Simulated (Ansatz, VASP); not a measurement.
Ta in VASP and in Ansatz

File POSCAR:

```
Ta
1.0
    0.0000000000      2.0859058039      2.0859058039
    2.0859058039      0.0000000000      2.0859058039
    2.0859058039      2.0859058039      0.0000000000
Ta
1
Direct
    0.0000000000      0.0000000000      0.0000000000
```

Contents of INCAR.step1:

```
PREC = Accurate
ENCUT = 520
ISMEAR = -1
SIGMA = 0.08
LREAL = F
LASPH = T
NELM = 80
NBANDS = 12
GGA = PE
ALGO = Normal
EDIFF = 1E-4
LWAVE = T
LCHARG = F
```

File INCAR.step2:

```
PREC = Accurate
ENCUT = 520
EDIFF = 1E-8
ISMEAR = -1
SIGMA = 0.08
LREAL = F
LASPH = T
NELM = 80
ALGO = Normal
ISIF = 2
LWAVE = F
LCHARG = F
METAGGA = R2SCAN
LMIXTAU = T
LEFG = T
NBANDS = 12
ISTART = 1
```

KPOINTS

```
regular mesh
0
Gamma
  14 14 14
```

Input for Ansatz:

```yaml
crystal:
  lattice:
    - [0.0, 2.0859058039, 2.0859058039]
    - [2.0859058039, 0.0, 2.0859058039]
    - [2.0859058039, 2.0859058039, 0.0]
  atoms:
    - { symbol: Ta, position: [0.0, 0.0, 0.0] }
kpoints:
  mp_grid: { grid: [14, 14, 14] }
  band_path:
    path:
      - [0.0, 0.0, 0.0]
      - [0.5, 0.0, 0.5]
      - [0.625, 0.25, 0.625]
      - [0.375, 0.375, 0.75]
      - [0.0, 0.0, 0.0]
      - [0.5, 0.5, 0.5]
      - [0.5, 0.25, 0.75]
      - [0.5, 0.0, 0.5]
    npoints: 8
scf:
  occupations: { method: fermi_dirac, width: 0.08 }
hamiltonian:
  xc: r2scan
  pseudopotentials: { kind: paw }
output:
  forces: true
  stress: true
  eigenvalues: true
  efg: { contact_densities: true }
  populations: true
  bader: true
  dos: { projected: true, de: 0.2, e_range: [-14, 8] }
  write_density: true
  write_potential: true
  elf: true
  volumetric_format: npy
```

Alike in both runs: task electric field gradients; functional r2SCAN; k mesh 14 × 14 × 14; occupations fermi-dirac, width 0.08 eV; no spin polarisation.

|  | VASP | Ansatz |
| --- | --- | --- |
| version | VASP 6.6.1 | Ansatz 0.2.0 |
| potentials or method | VASP PAW PBE potentials, release 64 (Ta_pv) | PAW with Ansatz's default frozen-core files, scalar-relativistic |
| plane-wave cutoff (eV) | 520 | 500 |
| valence electrons in the cell | 11 | 13 |

VASP gave:

```
pressure (GPa) : 5.9
```

Question: What did Ansatz give for the same quantities?

Answer: Pressure (GPa): 5.4.

VASP's potentials were made for PBE, not for r2SCAN. VASP's potentials hold 11 valence electrons a cell and Ansatz's 13, so a difference there can come from the potentials and not from the codes.

Spin-orbit coupling is off throughout.
